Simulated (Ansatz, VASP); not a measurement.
# One calculation of CdTe, two programs

Contents of POSCAR:

```
CdTe
1.0
    0.0000000000      3.0320543771      3.2778966239
    3.2778966239      0.0000000000      3.2778966239
    3.2778966239      3.0320543771      0.0000000000
Cd Te
1 1
Direct
    0.0000000000      0.0000000000      0.0000000000
    0.7500000000      0.7500000000      0.7500000000
```

File INCAR.step1:

```
PREC     = Accurate       # precision mode
ENCUT    = 520            # plane-wave cutoff, eV
ISMEAR   = 0              # smearing method
SIGMA    = 0.05           # smearing width, eV
LREAL    = F              # projectors in reciprocal space
LASPH    = T              # aspherical terms in the spheres
NELM     = 60             # most SCF steps
NBANDS   = 16             # bands
GGA      = PE             # functional
ALGO     = Normal         # electronic algorithm
EDIFF    = 1E-4           # SCF threshold, eV
LWAVE    = T              # write WAVECAR
LCHARG   = F              # write CHGCAR
```

The input INCAR.step2:

```
PREC     = Accurate       # precision mode
ENCUT    = 520            # plane-wave cutoff, eV
EDIFF    = 1E-6           # SCF threshold, eV
ISMEAR   = 0              # smearing method
SIGMA    = 0.05           # smearing width, eV
LREAL    = F              # projectors in reciprocal space
LASPH    = T              # aspherical terms in the spheres
NELM     = 60             # most SCF steps
ALGO     = Normal         # electronic algorithm
ISIF     = 2              # what is computed and relaxed
LWAVE    = F              # write WAVECAR
LCHARG   = F              # write CHGCAR
METAGGA  = R2SCAN         # meta-GGA
LMIXTAU  = T            
NBANDS   = 16             # bands
ISTART   = 1
```

Contents of KPOINTS:

```
Automatic mesh
0
Gamma
  8 8 8
```

Input for Ansatz:

```yaml
crystal:
  lattice:
    - [0.0, 3.0320543771, 3.2778966239]
    - [3.2778966239, 0.0, 3.2778966239]
    - [3.2778966239, 3.0320543771, 0.0]
  atoms:
    - { symbol: Cd, position: [0.0, 0.0, 0.0] }
    - { symbol: Te, position: [0.75, 0.75, 0.75] }
basis:
  ecutwfc: 500
kpoints:
  mp_grid: { grid: [8, 8, 8] }
hamiltonian:
  xc: r2scan
scf:
  occupations: { method: gaussian, width: 0.05 }
output:
  forces: true
  stress: true
  eigenvalues: true
```

Change from the starting cell: strain -0.0750 x Voigt [0, 1, 0, 0, 0, 0], atoms carried along.

Alike in both runs: task single point; functional r2SCAN; k mesh 8 × 8 × 8; occupations gaussian, width 0.05 eV; no spin polarisation.

|  | VASP | Ansatz |
| --- | --- | --- |
| version | VASP 6.6.1 | Ansatz 0.2.0 |
| potentials or method | VASP PAW PBE potentials, release 64 (Cd, Te), cutoff 520 eV | scalar-relativistic, plane waves, PAW |
| valence electrons in the cell | 18 | 36 |

```csv
,VASP,Ansatz,Ansatz less VASP
gap on the k mesh at the Fermi level (eV),1.25,1.25,+0.004
least direct gap on the mesh (eV),1.25,1.25,+0.004
pressure (GPa),3.8,3.7,-0.15
"traceless stress, the component that is largest in VASP (GPa)",0.56,0.56,-0.001
```

VASP's potentials were made for PBE, not for r2SCAN. VASP's potentials hold 18 valence electrons a cell and Ansatz's 36, so a difference there can come from the potentials and not from the codes.

Spin-orbit coupling is off throughout.
